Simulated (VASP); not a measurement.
# Zr in VASP: single point with PBE

Aim: the single point of Zr with PBE.

Program: VASP 6.6.1. These are calculated values, not measurements. Logs are shortened: lines on timing, memory, paths and dates and some standing lists are left out, and cuts for length are marked.

## Step 1: The cell of the first run

The cell holds a slab with vacuum, 27 atoms: a = 9.690 Å, b = 9.690 Å, c = 17.145 Å, α = 90.00°, β = 90.00°, γ = 60.00°.

## Step 2: Single point, PBE

The input, INCAR:

```
ALGO     = Normal         # electronic algorithm
EDIFF    = 1E-6           # SCF threshold, eV
ENCUT    = 520            # plane-wave cutoff, eV
GGA      = PE             # functional
ISIF     = 2              # what is computed and relaxed
ISMEAR   = -1             # smearing method
LASPH    = True           # aspherical terms in the spheres
LCHARG   = True           # write CHGCAR
LELF     = True           # ELF
LREAL    = Auto         
LVHAR    = True         
LWAVE    = False          # write WAVECAR
NBANDS   = 181            # bands
NELM     = 80             # most SCF steps
PREC     = Accurate       # precision mode
SIGMA    = 0.15           # smearing width, eV
```

The input, KPOINTS:

```
k-points
0
Gamma
  2 2 1
```

The input, POSCAR:

```
Zr
1.0
    9.6899999061      0.0000000000      0.0000000000
    4.8449999530      8.3917860813      0.0000000000
    0.0000000000      0.0000000000     17.1453900000
Zr
27
Direct
    0.0000000000      0.0000000000      0.0583247000
    0.3333333333      0.0000000000      0.0583247000
    0.6666666667      0.0000000000      0.0583247000
    0.0000000000      0.3333333333      0.0583247000
    0.3333333333      0.3333333333      0.0583247000
    0.6666666667      0.3333333333      0.0583247000
    0.0000000000      0.6666666667      0.0583247000
    0.3333333333      0.6666666667      0.0583247000
    0.6666666667      0.6666666667      0.0583247000
   -0.1111111111      0.2222222222      0.2046695467
    0.2222222222      0.2222222222      0.2046695467
    0.5555555556      0.2222222222      0.2046695467
   -0.1111111111      0.5555555556      0.2046695467
    0.2222222222      0.5555555556      0.2046695467
    0.5555555556      0.5555555556      0.2046695467
   -0.1111111111      0.8888888889      0.2046695467
    0.2222222222      0.8888888889      0.2046695467
    0.5555555556      0.8888888889      0.2046695467
    0.0000000000      0.0000000000      0.3508890892
    0.3333333333      0.0000000000      0.3508890892
    0.6666666667      0.0000000000      0.3508890892
    0.0000000000      0.3333333333      0.3508890892
    0.3333333333      0.3333333333      0.3508890892
    0.6666666667      0.3333333333      0.3508890892
    0.0000000000      0.6666666667      0.3508890892
    0.3333333333      0.6666666667      0.3508890892
    0.6666666667      0.6666666667      0.3508890892
```

Potentials or basis: VASP PAW PBE potentials, release 64 (Zr_sv).

Command:

```sh
$ cat potpaw_PBE.64/Zr_sv/POTCAR > POTCAR
$ mpirun -np 1 vasp_std > vasp.out
```

OUTCAR:

```text
EDIFF = 1E-6
   ENCUT = 520
   GGA = PE
   ISIF = 2
   ISMEAR = -1
   LASPH = True
   LREAL = Auto
   NELM = 80
   PREC = Accurate

 ion  position               nearest neighbor table
   1  0.000  0.000  0.058-  10 3.13  16 3.13  17 3.13   7 3.23   4 3.23   8 3.23   6 3.23   3 3.23
                             2 3.23
   2  0.333  0.000  0.058-  11 3.13  17 3.13  18 3.13   8 3.23   5 3.23   4 3.23   1 3.23   9 3.23
                             3 3.23
   3  0.667  0.000  0.058-  12 3.13  18 3.13  16 3.13   9 3.23   6 3.23   7 3.23   1 3.23   5 3.23
                             2 3.23
   4  0.000  0.333  0.058-  10 3.13  11 3.13  13 3.13   1 3.23   2 3.23   6 3.23   5 3.23   9 3.23
                             7 3.23
   5  0.333  0.333  0.058-  11 3.13  14 3.13  12 3.13   2 3.23   4 3.23   7 3.23   3 3.23   8 3.23
                             6 3.23
   6  0.667  0.333  0.058-  12 3.13  10 3.13  15 3.13   3 3.23   1 3.23   4 3.23   9 3.23   8 3.23
                             5 3.23
   7  0.000  0.667  0.058-  16 3.13  13 3.13  14 3.13   1 3.23   3 3.23   9 3.23   8 3.23   5 3.23
                             4 3.23
   8  0.333  0.667  0.058-  17 3.13  14 3.13  15 3.13   2 3.23   1 3.23   7 3.23   5 3.23   6 3.23
                             9 3.23
   9  0.667  0.667  0.058-  18 3.13  15 3.13  13 3.13   3 3.23   7 3.23   2 3.23   4 3.23   6 3.23
[... 44 lines left out ...]
 A1 = (  -4.8449999530,  -8.3917860813,   0.0000000000)
 A2 = (   9.6899999061,   0.0000000000,   0.0000000000)
 A3 = (   0.0000000000,   0.0000000000,  17.1453900000)

Analysis of symmetry for initial positions (statically):
=====================================================================
 Subroutine PRICEL returns following result:

  LATTYP: Found a hexagonal cell.
 ALAT       =     3.2299999684
 C/A-ratio  =     5.3081703306

  Lattice vectors:

 A1 = (  -1.6149999842,  -2.7972620268,   0.0000000000)
 A2 = (   3.2299999684,   0.0000000000,   0.0000000000)
 A3 = (   0.0000000000,   0.0000000000,  17.1453900000)

   9 primitive cells build up your supercell.

 Routine SETGRP: Setting up the symmetry group for a
 hexagonal supercell.

 Subroutine GETGRP returns: Found  6 space group operations
 (whereof  6 operations were pure point group operations)
 out of a pool of 24 trial point group operations.

The static configuration has the point symmetry C_3v.

Analysis of symmetry for dynamics (positions and initial velocities):
=====================================================================
 Subroutine PRICEL returns following result:

  LATTYP: Found a hexagonal cell.
 ALAT       =     3.2299999684
 C/A-ratio  =     5.3081703306

  Lattice vectors:
[... 107 lines left out ...]
   EFERMI =   0.00;   METHOD = LEGACY
   ISMEAR =    -1;   SIGMA  =   0.15  broadening in eV -4-tet -1-fermi 0-gaus
   EFERMI_NEDOS =   21; number of points for ismear=-14 and -15
   IALGO  =     38    algorithm
   IMIX   =      4    mixing-type and parameters
     AMIX     =   0.40;   BMIX     =  1.00
     AMIX_MAG =   1.60;   BMIX_MAG =  1.00
  volume/ion in A,a.u.               =      51.64       348.46
  Fermi-wavevector in a.u.,A,eV,Ry     =   1.006502  1.902013 13.783332  1.013046
  Thomas-Fermi vector in A             =   2.139248
   LORBIT       =      0    0 simple, 1 ext, 2 COOP (PROOUT), +10 PAW based schemes
   GGA     = PE    functional components
   LHFCALC =     F    Hartree Fock is set to
   AEXX    =    0.0000 exact exchange contribution
   IVDW    =     0    specifies the selected vdW correction
   LEPSILON=     F    determine dielectric tensor
   LRPA    =     F    only Hartree local field effects (RPA)
 non-spin polarized calculation
  energy-cutoff  :      520.00
  volume of cell :     1394.20
 maximum number of plane-waves:     37539
   NGX = 37   NGY = 37   NGZ = 63

 number of electron     324.0000004 magnetization

 Free energy of the ion-electron system (eV)
  ---------------------------------------------------
  ext. energy  EPLUGINS =         0.00000000
  ---------------------------------------------------
  free energy    TOTEN  =      -215.44537620 eV

  energy without entropy =     -212.11435833  energy(sigma->0) =     -213.77986726

 E-fermi :   1.9188     XC(G=0):  -6.1045

 val. band max:        1.9186295009   @ k =   0.0000   0.0000   0.0000
 cond. band min:       1.9240362717   @ k =   0.0000   0.0000   0.0000
 fundamental gap:      0.0054067708
 Fermi energy:         1.9187748483

 k-point     1 :       0.0000    0.0000    0.0000
  band No.  band energies     occupation
      1     -47.0335      2.00000
      2     -47.0236      2.00000
      3     -46.9640      2.00000
      4     -46.9640      2.00000
      5     -46.9640      2.00000
      6     -46.9640      2.00000
[... 166 lines left out ...]
    173       2.1391      0.37418
    174       2.2860      0.15919

 k-point     2 :       0.5000   -0.0000    0.0000
  band No.  band energies     occupation
      1     -47.0105      2.00000
      2     -47.0105      2.00000
      3     -47.0027      2.00000
      4     -47.0027      2.00000
      5     -46.9757      2.00000
      6     -46.9757      2.00000
[... 166 lines left out ...]
    173       2.4893      0.04361
    174       2.4893      0.04361
 [bands above 174 left out]

------------------------ aborting loop because EDIFF is reached ----------------------------------------

  FORCE on cell =-STRESS in cart. coord.  units (eV):
  Direction    XX          YY          ZZ          XY          YZ          ZX
  --------------------------------------------------------------------------------------
  -------------------------------------------------------------------------------------
  Total      -17.6290714    -17.6290714     -0.3192067      0.0000000      0.0000000     -0.0000000
  in kB      -20.2588353    -20.2588353     -0.3668234      0.0000000      0.0000000     -0.0000000
  external PRESSURE =     -13.6281647 kB  Pullay stress =       0.0000000 kB

 VOLUME and BASIS-vectors are now :
 -----------------------------------------------------------------------------
  energy-cutoff  :      520.00
  volume of cell :     1394.20
      direct lattice vectors                 reciprocal lattice vectors
     9.689999906  0.000000000  0.000000000     0.103199175 -0.059582072  0.000000000
     4.844999953  8.391786081  0.000000000     0.000000000  0.119164143  0.000000000
     0.000000000  0.000000000 17.145390000     0.000000000  0.000000000  0.058324716

 POSITION                                       TOTAL-FORCE (eV/Angst)
 -----------------------------------------------------------------------------------
      0.00000      0.00000      1.00000         0.000000     -0.000000      0.005016
      3.23000      0.00000      1.00000        -0.000000      0.000000      0.005016
      6.46000      0.00000      1.00000         0.000000     -0.000000      0.005016
      1.61500      2.79726      1.00000        -0.000000     -0.000000      0.005016
      4.84500      2.79726      1.00000         0.000000     -0.000000      0.005016
      8.07500      2.79726      1.00000         0.000000     -0.000000      0.005016
[... 19 lines left out ...]
      6.46000      5.59452      6.01613        -0.000000     -0.000000     -0.000284
      9.69000      5.59452      6.01613        -0.000000     -0.000000     -0.000284
 -----------------------------------------------------------------------------------
    total drift:                               -0.000003     -0.000002      0.016053

  FREE ENERGIE OF THE ION-ELECTRON SYSTEM (eV)
  ---------------------------------------------------
  free  energy   TOTEN  =      -215.4453762009 eV

  energy  without entropy=     -212.1143583290  energy(sigma->0) =     -213.77986726
```

stdout:

```text
POSCAR found type information on POSCAR Zr
 POSCAR found :  1 types and      27 ions
 scaLAPACK will be used
 LDA part: xc-table for (Slater+PW92), standard interpolation
 POSCAR, INCAR and KPOINTS ok, starting setup
 FFT: planning ... GRIDC
 FFT: planning ... GRID_SOFT
 FFT: planning ... GRID
 WAVECAR not read
 entering main loop
```

Run time: 65 min. Hardware: 1 thread of Intel Xeon Platinum 8259CL at 2.50GHz (Skylake/Cascade Lake), shared host; peak memory 1.4 GiB.

Results:

| Property | Result |
| --- | --- |
| Free energy | -215.4454 eV |
| Largest force | 0.005 eV/Å |
| Band gap on the k mesh | zero (bands 162 and 163 overlap by 0.04 eV) |

Forces on the atoms (eV/Å):
```
Zr   0.000  0.000  0.005
Zr   0.000  0.000  0.005
Zr   0.000  0.000  0.005
Zr   0.000  0.000  0.005
Zr   0.000  0.000  0.005
Zr   0.000  0.000  0.005
Zr   0.000  0.000  0.005
Zr   0.000  0.000  0.005
Zr   0.000  0.000  0.005
Zr   0.000  0.000 -0.005
Zr   0.000  0.000 -0.005
Zr   0.000  0.000 -0.005
Zr   0.000  0.000 -0.005
Zr   0.000  0.000 -0.005
Zr   0.000  0.000 -0.005
Zr   0.000  0.000 -0.005
Zr   0.000  0.000 -0.005
Zr   0.000  0.000 -0.005
Zr   0.000  0.000  0.000
Zr   0.000  0.000  0.000
Zr   0.000  0.000  0.000
Zr   0.000  0.000  0.000
Zr   0.000  0.000  0.000
Zr   0.000  0.000  0.000
Zr   0.000  0.000  0.000
Zr   0.000  0.000  0.000
Zr   0.000  0.000  0.000
```

Levels at points of the mesh, in eV from the Fermi level:
```tsv
k point	band 157	band 158	band 159	band 160	band 161	band 162	band 163	band 164	band 165	band 166
(0.00, 0.00, 0.00)	-0.11	-0.08	0.00	0.00	0.01	0.12	0.12	0.17	0.17	0.20
(0.50, 0.00, 0.00)	-0.32	-0.25	-0.25	-0.25	-0.25	-0.04	0.08	0.08	0.18	0.18
```

Caveat: the k points lie up to 0.37 Å⁻¹ apart; there is no dipole correction, which matters where the two faces differ.
